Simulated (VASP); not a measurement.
Runs of VASP 6.6.1 on Mg. The structure is that of space group Im-3m (No. 229), or close to it. The cells are those of the table. 

| task | cell | k mesh | cutoff (eV) | gap on the mesh (eV) | pressure (GPa) |
| --- | --- | --- | --- | --- | --- |
| single point | a = 3.127 Å, angles 109.5°, 1 atom | 14 × 14 × 14 | 520 | none | -0.2 |
| single point | a = 2.997 Å, angles 109.5°, 1 atom | 14 × 14 × 14 | 520 | none | 5.4 |
| single point | a = 3.127 Å, angles 109.5°, 1 atom | 12 × 12 × 12 | 520 | none | -0.2 |
| single point | a = 3.127 Å, angles 109.5°, 1 atom | 20 × 20 × 20 | 520 | none | -0.2 |
| relaxation of cell and atoms | relaxed from a = 3.114 Å, angles 109.5°, 1 atom | 12 × 12 × 12 | 600 | none | 0.0 |
| single point | a = 3.248 Å, angles 109.5°, 1 atom | 14 × 14 × 14 | 520 | none | -3.2 |
| single point | a = 3.085 Å, angles 109.5°, 1 atom | 14 × 14 × 14 | 520 | none | 1.3 |
| single point | a = 3.042 Å, angles 109.5°, 1 atom | 14 × 14 × 14 | 520 | none | (a) |

Alike in all rows: level revPBE; potentials or basis VASP PAW PBE potentials, release 64 (Mg); no spin polarisation; smearing fermi-dirac 0.1 eV.

Fill in the values left out.

(a) 3.1.

Caveats: the PAW data sets were made with another functional, which shifts forces and pressure a little.

A gap of «none» marks levels without a gap at the run's occupations.
